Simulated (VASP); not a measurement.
Fe2Ge:

```
CELL_PARAMETERS angstrom
4.13287 0.00000 0.00000
-2.06643 3.57917 0.00000
0.00000 0.00000 5.00875
ATOMIC_POSITIONS crystal
Ge 0.33333 0.66667 0.75000
Ge 0.66667 0.33333 0.25000
Fe 0.33333 0.66667 0.25000
Fe 0.66667 0.33333 0.75000
Fe 0.00000 0.00000 0.50000
Fe 0.00000 0.00000 0.00000
```

```yaml
Program: VASP 6.6.1
Task: relaxation of cell and atoms
Functional: PBEsol
Potentials_or_basis: VASP PAW PBE potentials, release 64 (Ge_d, Fe)
Cutoff: 600 eV
k_mesh: 8 × 8 × 6
Occupations: fermi-dirac, width 0.05 eV
Spin: collinear spin, ferromagnetic start
Starting_moments: "[0.0, 0.0, 3.0, 3.0, 3.0, 3.0] μB"
```

At the start: pressure -8.8 GPa; volume 12.35 Å³/atom.

Question: Where does the relaxation end?

Answer: Over 7 steps the energy falls by 19.6 meV/atom and the volume is 11.68 Å³/atom (-5.4 %); space group P6_3/mmc (No. 194, to 0.1 Å) before and after; moment 7.02 μB per cell.

The path:
```tsv
step	energy change (eV)	largest force (eV/Å)	pressure (GPa)	volume (Å³)
1	0.0000	0.0000	-8.81	74.09
2	-0.0305	0.0000	9.40	67.05
3	-0.1174	0.0000	-0.02	70.13
4	-0.1173	0.0000	0.20	70.06
5	-0.1175	0.0000	-0.19	70.19
6	-0.1175	0.0000	-0.10	70.16
7	-0.1175	0.0000	0.04	70.11
```

Final structure:
```cif
data_structure
_symmetry_space_group_name_H-M 'P 1'
_symmetry_Int_Tables_number 1
_cell_length_a 4.0598
_cell_length_b 4.0598
_cell_length_c 4.9117
_cell_angle_alpha 90.000
_cell_angle_beta 90.000
_cell_angle_gamma 120.000
_cell_volume 70.11
loop_
_atom_site_label
_atom_site_type_symbol
_atom_site_fract_x
_atom_site_fract_y
_atom_site_fract_z
_atom_site_occupancy
Ge1 Ge 0.33333 0.66667 0.75000 1
Ge2 Ge 0.66667 0.33333 0.25000 1
Fe1 Fe 0.33333 0.66667 0.25000 1
Fe2 Fe 0.66667 0.33333 0.75000 1
Fe3 Fe 0.00000 0.00000 0.50000 1
Fe4 Fe 0.00000 0.00000 0.00000 1
```

Caveat: the PAW data sets were made with another functional, which shifts forces and pressure a little.
